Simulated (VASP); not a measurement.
# GaAs (F-43m) in VASP: G0W0 quasiparticle levels with PBE

Aim: the G0W0 quasiparticle levels of GaAs with PBE.

All numbers are computed with VASP 6.6.1; they aren't measurements. Logs are shortened: lines on timing, memory, paths and dates and some standing lists are left out, and cuts for length are marked.

## Step 1: The cell of the first run

It takes space group F-43m (No. 216, cubic). The conventional cell has a = 5.666 Å, b = 5.666 Å, c = 5.666 Å, α = 90.00°, β = 90.00°, γ = 90.00°. Ga (site symmetry -43m) has 4 As at 2.45 Å within 3.2 Å. As (site symmetry -43m) has 4 Ga at 2.45 Å within 3.2 Å.

## Step 2: G0W0 quasiparticle levels, PBE

File POSCAR:

```
GaAs
1.0
    0.0000000000      2.8330850794      2.8330850794
    2.8330850794      0.0000000000      2.8330850794
    2.8330850794      2.8330850794      0.0000000000
Ga As
1 1
Direct
    0.0000000000      0.0000000000      0.0000000000
    0.2500000000      0.2500000000      0.2500000000
```

File INCAR.step1:

```
SYSTEM = GaAs
  PREC = Accurate
  ENCUT = 500
  EDIFF = 1E-8
  ISMEAR = 0
  SIGMA = 0.01
  LREAL = .False.
  LASPH = .True.
  NELM = 100
  ALGO = Normal
  LWAVE = .True.
  LCHARG = .False.
  GGA = PE
```

File INCAR.step2:

```
SYSTEM = GaAs
  PREC = Accurate
  ENCUT = 500
  EDIFF = 1E-8
  ISMEAR = 0
  SIGMA = 0.01
  LREAL = .False.
  LASPH = .True.
  NELM = 1
  ALGO = Exact
  LWAVE = .True.
  LCHARG = .False.
  GGA = PE
  NBANDS = 144
  LOPTICS = .True.
  ISTART = 1
```

File INCAR.step3:

```
SYSTEM = GaAs
  PREC = Accurate
  ENCUT = 500
  EDIFF = 1E-8
  ISMEAR = 0
  SIGMA = 0.01
  LREAL = .False.
  LASPH = .True.
  ALGO = EVGW0
  LWAVE = .False.
  LCHARG = .False.
  GGA = PE
  NELMGW = 1
  NBANDS = 144
  ENCUTGW = 120.0
  NOMEGA = 96
  PRECFOCK = Fast
  ISTART = 1
  NBANDSGW = 17
  OMEGAMAX = 30
```

File KPOINTS:

```
Automatic mesh
0
Gamma
  4 4 4
  0 0 0
```

Potentials or basis: VASP PAW PBE potentials, release 64 (Ga_d_GW, As_GW).

Started as:

```bash
> cat potpaw_PBE.64/Ga_d_GW/POTCAR potpaw_PBE.64/As_GW/POTCAR > POTCAR
> cp INCAR.step1 INCAR
> mpirun -np 1 vasp_std > vasp.out
> cp INCAR.step2 INCAR
> mpirun -np 1 vasp_std > vasp.out
> cp INCAR.step3 INCAR
> mpirun -np 1 vasp_std > vasp.out
```

OUTCAR:

```text
SYSTEM = GaAs
   PREC = Accurate
   ENCUT = 500
   EDIFF = 1E-8
   ISMEAR = 0
   LREAL = .False.
   LASPH = .True.
   GGA = PE
   NELMGW = 1
   ENCUTGW = 120.0
   PRECFOCK = Fast
   ISTART = 1

 ion  position               nearest neighbor table
   1  0.000  0.000  0.000-   2 2.45   2 2.45   2 2.45   2 2.45
   2  0.250  0.250  0.250-   1 2.45   1 2.45   1 2.45   1 2.45

  LATTYP: Found a face centered cubic cell.
 ALAT       =     5.6661701588

  Lattice vectors:

 A1 = (   0.0000000000,   2.8330850794,   2.8330850794)
 A2 = (   2.8330850794,   0.0000000000,   2.8330850794)
 A3 = (   2.8330850794,   2.8330850794,   0.0000000000)

Analysis of symmetry for initial positions (statically):
=====================================================================
 Subroutine PRICEL returns:
 Original cell was already a primitive cell.

 Routine SETGRP: Setting up the symmetry group for a
 face centered cubic supercell.

 Subroutine GETGRP returns: Found 24 space group operations
 (whereof 24 operations were pure point group operations)
 out of a pool of 48 trial point group operations.

The static configuration has the point symmetry T_d .

Analysis of symmetry for dynamics (positions and initial velocities):
=====================================================================
 Subroutine PRICEL returns:
 Original cell was already a primitive cell.

 Routine SETGRP: Setting up the symmetry group for a
 face centered cubic supercell.

 Subroutine GETGRP returns: Found 24 space group operations
 (whereof 24 operations were pure point group operations)
 out of a pool of 48 trial point group operations.

The dynamic configuration has the point symmetry T_d .

 Subroutine INISYM returns: Found 24 space group operations
 (whereof 24 operations are pure point group operations),
 and found     1 'primitive' translations

----------------------------------------------------------------------------------------

                                     Primitive cell

  volume of cell :      45.4788

  direct lattice vectors                    reciprocal lattice vectors
     0.000000000  2.833085079  2.833085079    -0.176486052  0.176486052  0.176486052
     2.833085079  0.000000000  2.833085079     0.176486052 -0.176486052  0.176486052
     2.833085079  2.833085079  0.000000000     0.176486052  0.176486052 -0.176486052

  length of vectors
     4.006587343  4.006587343  4.006587343     0.305682808  0.305682808  0.305682808

  position of ions in fractional coordinates (direct lattice)
     0.000000000  0.000000000  0.000000000
     0.250000000  0.250000000  0.250000000

  ion indices of the primitive-cell ions
   primitive index   ion index
                 1           1
                 2           2

----------------------------------------------------------------------------------------

 KPOINTS: Automatic mesh

Automatic generation of k-mesh.
 Grid dimensions read from file:
 generate k-points for:    4    4    4

 Generating k-lattice:

  Cartesian coordinates                     Fractional coordinates (reciprocal lattice)
    -0.044121513  0.044121513  0.044121513     0.250000000  0.000000000  0.000000000
     0.044121513 -0.044121513  0.044121513     0.000000000  0.250000000  0.000000000
     0.044121513  0.044121513 -0.044121513     0.000000000  0.000000000  0.250000000

  Length of vectors
     0.076420702  0.076420702  0.076420702

  Shift w.r.t. Gamma in fractional coordinates (k-lattice)
     0.000000000  0.000000000  0.000000000

 Subroutine IBZKPT returns following result:
 ===========================================

 Found      8 irreducible k-points:

 Following reciprocal coordinates:
            Coordinates               Weight
  0.000000  0.000000  0.000000      1.000000
  0.250000  0.000000  0.000000      8.000000
  0.500000  0.000000  0.000000      4.000000
  0.250000  0.250000  0.000000      6.000000
  0.500000  0.250000  0.000000     24.000000
 -0.250000  0.250000  0.000000     12.000000
  0.500000  0.500000  0.000000      3.000000
 -0.250000  0.500000  0.250000      6.000000
   k-points           NKPTS =      8   k-points in BZ     NKDIM =     64   number of bands    NBANDS=    144
   number of dos      NEDOS =    301   number of ions     NIONS =      2
   total plane-waves  NPLWV =  27000
   dimension x,y,z NGX =    30 NGY =   30 NGZ =   30
   dimension x,y,z NGXF=    60 NGYF=   60 NGZF=   60
   ions per type =               1   1
   NGX,Y,Z   is equivalent  to a cutoff of  12.45, 12.45, 12.45 a.u.
   NGXF,Y,Z  is equivalent  to a cutoff of  24.90, 24.90, 24.90 a.u.
 SYSTEM =  GaAs
   PREC   = accura    normal or accurate (medium, high low for compatibility)
   ISTART =      1    job   : 0-new  1-cont  2-samecut
   ICHARG =      0    charge: 1-file 2-atom 10-const
   ISPIN  =      1    spin polarized calculation?
   LNONCOLLINEAR =      F non collinear calculations
   LSORBIT =      F    spin-orbit coupling
   LASPH  =      T    aspherical Exc in radial PAW
   ENCUT  =  500.0 eV  36.75 Ry    6.06 a.u.   7.30  7.30  7.30*2*pi/ulx,y,z
   NELM   =     60;   NELMIN=  2; NELMDL=  0     # of ELM steps
   EDIFF  = 0.1E-07   stopping-criterion for ELM
   LREAL  =      F    real-space projection
   EDIFFG = 0.1E-06   stopping-criterion for IOM
   NSW    =      0    number of steps for IOM
   IBRION =     -1    ionic relax: 0-MD 1-quasi-New 2-CG
   NFREE  =      0    steps in history (QN), initial steepest desc. (CG)
   ISIF   =      0    stress and relaxation
   ISYM   =      3    0-nonsym 1-usesym 2-fastsym
   POTIM  = 0.5000    time-step for ionic-motion
   TEBEG  =    0.0;   TEEND  =   0.0 temperature during run
   PSTRESS=    0.0 pullay stress
   NELECT =      18.0000    total number of electrons
   NUPDOWN=      -1.0000    fix difference up-down
   EMIN   =  10.00;   EMAX   =-10.00  energy-range for DOS
   EFERMI =   0.00;   METHOD = LEGACY
   ISMEAR =     0;   SIGMA  =   0.01  broadening in eV -4-tet -1-fermi 0-gaus
   EFERMI_NEDOS =   21; number of points for ismear=-14 and -15
   IALGO  =     38    algorithm
   IMIX   =      4    mixing-type and parameters
     AMIX     =   0.40;   BMIX     =  1.00
     AMIX_MAG =   1.60;   BMIX_MAG =  1.00
  volume/ion in A,a.u.               =      22.74       153.45
  Fermi-wavevector in a.u.,A,eV,Ry     =   1.201977  2.271407 19.656990  1.444748
  Thomas-Fermi vector in A             =   2.337771
   LORBIT       =      0    0 simple, 1 ext, 2 COOP (PROOUT), +10 PAW based schemes
   GGA     = PE    functional components
   LHFCALC =     T    Hartree Fock is set to
   PRECFOCK=fast      Normal, Fast or Accurate (Low or Medium for compatibility)
   ENCUT4O =  -1.0   cutoff for four orbital integrals eV
   NKREDX  =     1    reduce k-point grid by
   NKREDY  =     1    reduce k-point grid by
   NKREDZ  =     1    reduce k-point grid by
   AEXX    =    1.0000 exact exchange contribution
   HFSCREEN=    0.0000 screening length (either q_TF or 0.3 A-1)
   HFSCREENC=   0.0000 screening length for correlation (either q_TF or 0.3 A-1)
   ENCUTFOCK=  -1.0 apply spherical cutoff to Coloumb kernel
   IVDW    =     0    specifies the selected vdW correction
   LEPSILON=     F    determine dielectric tensor
   LRPA    =     F    only Hartree local field effects (RPA)
   LRPAFORCE           =     F    calculate RPA forces
   ENCUTGW             = 120.0    cutoff for response function in eV
   ENCUTGWSOFT         =  96.0    soft cutoff for Coulomb kernel in GW response function in eV
   ENCUTLF             =  -1.0    cutoff for local field effects
   NELMGW              =     1    number of iterations in solving QP/BSE equation
   NELMHF              =     1    number of iterations in the inner HF iteration
   NKREDLFX            =     1    NKREDLFY  =   1   NKREDLFZ  =   1
 non-spin polarized calculation
 Gauss-broadening in eV      SIGMA  =   0.01
  energy-cutoff  :      500.00
  volume of cell :       45.48
 maximum number of plane-waves:      1174
 NGX is ok and might be reduce to    30
  NGX = 18; NGY = 18; NGZ = 18
   NGX = 15   NGY = 15   NGZ = 15
 maximum number of plane-waves:       144
 NGX is ok and might be reduce to    18

 QP shifts <psi_nk| G(iteration)W_0 |psi_nk>: iteration 1
 for sc-GW calculations column KS-energies equals QP-energies in previous step
 and V_xc(KS)=  KS-energies - (<T + V_ion + V_H > + <T+V_H+V_ion>^1  + <V_x>^1)

 k-point   1 :       0.0000    0.0000    0.0000
  band No.  KS-energies  QP-energies   sigma(KS)   V_xc(KS)     V^pw_x(r,r')   Z            occupation Imag(sigma)

      1     -11.0129     -13.4530     -25.3475     -21.7135     -35.0689       0.6715       2.0000       0.2638
      2     -11.0129     -13.4530     -25.3475     -21.7135     -35.0689       0.6715       2.0000       0.2638
      3     -11.0129     -13.4530     -25.3475     -21.7135     -35.0689       0.6715       2.0000       0.2638
      4     -10.9369     -13.3978     -25.4710     -21.8123     -35.1674       0.6726       2.0000       0.2334
      5     -10.9369     -13.3978     -25.4710     -21.8123     -35.1674       0.6726       2.0000       0.2334
      6      -8.8466      -9.1992     -11.6848     -11.1257     -18.0789       0.6307       2.0000       0.9755
[... 9 lines left out ...]
     16      13.8927      13.8276      -9.8763      -9.7894      -4.4837       0.7500       0.0000      -0.3347
     17      15.3359      15.1398      -7.9401      -7.6797      -2.2097       0.7530       0.0000      -0.4521

 k-point   2 :       0.2500    0.0000    0.0000
  band No.  KS-energies  QP-energies   sigma(KS)   V_xc(KS)     V^pw_x(r,r')   Z            occupation Imag(sigma)

      1     -11.0534     -13.4426     -25.0609     -21.4982     -34.7432       0.6706       2.0000       0.2792
      2     -11.0021     -13.4464     -25.3725     -21.7352     -35.0963       0.6720       2.0000       0.2623
      3     -11.0021     -13.4464     -25.3725     -21.7352     -35.0963       0.6720       2.0000       0.2623
      4     -10.9365     -13.4020     -25.4705     -21.8131     -35.1700       0.6741       2.0000       0.2335
      5     -10.9365     -13.4020     -25.4705     -21.8131     -35.1700       0.6741       2.0000       0.2335
      6      -8.1606      -8.5579     -12.0935     -11.4905     -18.2864       0.6588       2.0000       0.9327
[... 9 lines left out ...]
     16      12.8140      12.6816      -9.2154      -9.0403      -3.9638       0.7562       0.0000      -0.3066
     17      15.7054      15.6277      -8.7591      -8.6562      -2.8176       0.7551       0.0000      -0.5370

 k-point   3 :       0.5000    0.0000    0.0000
  band No.  KS-energies  QP-energies   sigma(KS)   V_xc(KS)     V^pw_x(r,r')   Z            occupation Imag(sigma)
[... 85 lines left out ...]
      1     -11.1193     -13.4629     -24.8371     -21.3303     -34.4973       0.6683       2.0000       0.2920
      2     -10.9650     -13.4321     -25.4675     -21.8165     -35.2034       0.6757       2.0000       0.2584
      3     -10.9650     -13.4321     -25.4675     -21.8165     -35.2034       0.6757       2.0000       0.2584
      4     -10.9617     -13.4056     -25.3817     -21.7377     -35.0675       0.6707       2.0000       0.2381
      5     -10.9245     -13.3944     -25.4931     -21.8384     -35.2039       0.6758       2.0000       0.2332
      6      -6.3604      -6.7212     -12.8539     -12.3267     -18.4557       0.6845       2.0000       0.7420
[... 9 lines left out ...]
     16      17.1100      16.9866     -10.0305      -9.8664      -4.0735       0.7521       0.0000      -0.6087
     17      17.1100      16.9866     -10.0305      -9.8664      -4.0735       0.7521       0.0000      -0.6087

 k-point   8 :      -0.2500    0.5000    0.2500
  band No.  KS-energies  QP-energies   sigma(KS)   V_xc(KS)     V^pw_x(r,r')   Z            occupation Imag(sigma)

      1     -11.1063     -13.4467     -24.8437     -21.3421     -34.5087       0.6684       2.0000       0.2936
      2     -10.9828     -13.4436     -25.4254     -21.7766     -35.1519       0.6744       2.0000       0.2564
      3     -10.9696     -13.4256     -25.4324     -21.7885     -35.1609       0.6740       2.0000       0.2569
      4     -10.9472     -13.4070     -25.4478     -21.7933     -35.1477       0.6731       2.0000       0.2358
      5     -10.9327     -13.3950     -25.4700     -21.8166     -35.1745       0.6740       2.0000       0.2335
      6      -6.3037      -6.6691     -12.9709     -12.4411     -18.5787       0.6897       2.0000       0.7322
[... 9 lines left out ...]
     16      17.0678      17.0269      -9.5243      -9.4699      -3.3931       0.7518       0.0000      -0.6721
     17      17.4175      17.4571      -9.9263      -9.9797      -3.5746       0.7424       0.0000      -0.6796
```

Run time: 2.2 min. Hardware: 1 thread of Intel Xeon 6975P-C (Granite Rapids), shared host; peak memory 0.44 GiB.

What came out:

- Quasiparticle gap: 1.35 eV
- Least direct quasiparticle gap: 1.35 eV
- Band gap of the starting levels on the mesh: 0.45 eV
- Least direct gap of the starting levels on the mesh: 0.45 eV

Caveat: the k points lie up to 0.48 Å⁻¹ apart; bands, screening cutoff and mesh are small and nothing is extrapolated, so the quasiparticle values aren't converged.
